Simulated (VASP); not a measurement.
Here is a VASP 6.6.1 calculation.

INCAR

```
SYSTEM = SiC
PREC = Accurate
ENCUT = 520
EDIFF = 1E-7
ISMEAR = 0
SIGMA = 0.05
LREAL = .False.
LASPH = .True.
NELM = 60
ALGO = Normal
ISIF = 2
LWAVE = .False.
LCHARG = .False.
GGA = PE
NBANDS = 36
```

KPOINTS

```
Automatic mesh
0
Gamma
  10 10 2
  0 0 0
```

The input POSCAR:

```
SiC
1.0
    2.1740000000     -2.1740000000      0.0000000000
    2.1740000000      0.0000000000     -2.1740000000
   11.5948116000      7.2465942000      7.2465942000
Si C
6 6
Direct
    0.6250201400      0.6250201400      0.0624666667
   -0.5972298600     -0.5972298600      0.8958000000
    0.1805701400      0.1805701400      0.2291333333
    0.2916701400      0.2916701400      0.5624666667
   -0.2638798600     -0.2638798600      0.3958000000
   -0.1527798600     -0.1527798600      0.7291333333
    0.3750076400      0.3750076400      0.4374666667
    0.8194576400      0.8194576400      0.2708000000
   -0.0694423600     -0.0694423600      0.6041333333
    0.0416576400      0.0416576400      0.9374666667
   -0.5138923600     -0.5138923600      0.7708000000
    0.2639076400      0.2639076400      0.1041333333
```

Potentials or basis: VASP PAW PBE potentials, release 64 (Si, C).

Run with:

```sh
$ cat potpaw_PBE.64/Si/POTCAR potpaw_PBE.64/C/POTCAR > POTCAR
$ mpirun -np 1 vasp_std > vasp.out
```

(1) Predict the band gap on the k mesh.

(2) Estimate the largest force.

Answers

(1) 0.95 eV (least direct gap 2.01 eV).

(2) 0.451 eV/Å.
